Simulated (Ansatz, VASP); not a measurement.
**Al in VASP and in Ansatz**

File INCAR:

```
  ALGO = Normal
  EDIFF = 1E-6
  EDIFFG = -0.01
  ENCUT = 600
  GGA = RE
  IBRION = 2
  ISIF = 3
  ISMEAR = -1
  LASPH = True
  LCHARG = False
  LREAL = False
  LWAVE = False
  NELM = 60
  NSW = 80
  PREC = Accurate
  SIGMA = 0.1
```

KPOINTS

```
k-points
0
Gamma
  8 8 11
```

The input POSCAR:

```
Al
1.0
    4.5439481664      0.0000000000      0.0000000000
   -2.2719740832      3.9351745456      0.0000000000
    0.0000000000      0.0000000000      2.7854402260
Al
3
Direct
    0.0000000000      0.0000000000      0.0000000000
    0.3333333333      0.6666666667      0.5000000000
    0.6666666667      0.3333333333      0.5000000000
```

Input for Ansatz:

```yaml
crystal:
  lattice:
    - [4.5439481664, 0.0, 0.0]
    - [-2.2719740832, 3.9351745456, 0.0]
    - [0.0, 0.0, 2.785440226]
  atoms:
    - { symbol: Al, position: [0.0, 0.0, 0.0] }
    - { symbol: Al, position: [0.3333333333, 0.6666666667, 0.5] }
    - { symbol: Al, position: [0.6666666667, 0.3333333333, 0.5] }
hamiltonian:
  xc: revpbe
  pseudopotentials:
    kind: paw
    azcp:
      Al: "pseudopotentials/Al.paw.azcp"
basis:
  ecutwfc: 420
  fft_grid_basis: typed
kpoints:
  mp_grid: { grid: [8, 8, 11], shift: [0, 0, 0] }
magnetization:
  spin_polarized: false
scf:
  occupations: { method: fermi_dirac, width: 0.1 }
relax:
  max_steps: 60
  f_tol: 0.01
  cell: {}
output:
  write_density: true
  write_potential: true
  elf: true
  volumetric_format: npy
```

Alike in both runs: task relaxation of cell and atoms; functional revPBE; k mesh 8 × 8 × 11; occupations fermi-dirac, width 0.1 eV; no spin polarisation.

|  | VASP | Ansatz |
| --- | --- | --- |
| version | VASP 6.6.1 | Ansatz 0.2.0 |
| potentials or method | VASP PAW PBE potentials, release 64 (Al), cutoff 600 eV | plane waves (420 eV) with PAW, scalar-relativistic |
| valence electrons in the cell | 9 | 9 |

VASP gave:

```
relaxed volume (Å³/atom)                                     : 17.44
relaxed cell length with the largest relative difference (Å) : 4.602
```

Q: What did Ansatz give for the same quantities?

A: Relaxed volume (Å³/atom): 17.45; relaxed cell length with the largest relative difference (Å): 4.605.

VASP's potentials were made for PBE, not for revPBE.
